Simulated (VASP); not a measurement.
CdO (Monteponite), 2 atoms in the cell. It takes space group Fm-3m (No. 225, cubic). Conventional cell: a = 4.699 Å, b = 4.699 Å, c = 4.699 Å, α = 90.00°, β = 90.00°, γ = 90.00°. Within 3.1 Å of Cd (site symmetry m-3m) lie 6 O at 2.35 Å. Within 3.1 Å of O (site symmetry m-3m) lie 6 Cd at 2.35 Å. 

* Program: VASP 6.6.1
* Task: single point
* Functional: r2SCAN
* Potentials or basis: VASP PAW PBE potentials, release 64 (Cd, O)
* Cutoff: 660 eV
* k mesh: 8 × 8 × 8
* Occupations: gaussian, width 0.01 eV
* Spin: no spin polarisation
* Dipole correction: no
* Further INCAR settings: ALGO = Normal; EDIFF = 1e-06; NBANDS = 16

Potentials or basis: VASP PAW PBE potentials, release 64 (Cd, O).

Launch:

```sh
$ cat potpaw_PBE.64/Cd/POTCAR potpaw_PBE.64/O/POTCAR > POTCAR
$ cp INCAR.step1 INCAR
$ mpirun -np 1 vasp_std > vasp.out
$ cp INCAR.step2 INCAR
$ mpirun -np 1 vasp_std > vasp.out
```

Hardware: 1 thread of Intel(R) Xeon(R) 6975P-C (Granite Rapids), on a shared host.

Problem. How long does it take, and how much memory?

Solution. Wall time 30 s on 1 thread of Intel(R) Xeon(R) 6975P-C (Granite Rapids), on a shared host, peak memory 0.17 GiB. Counts: k points 29.
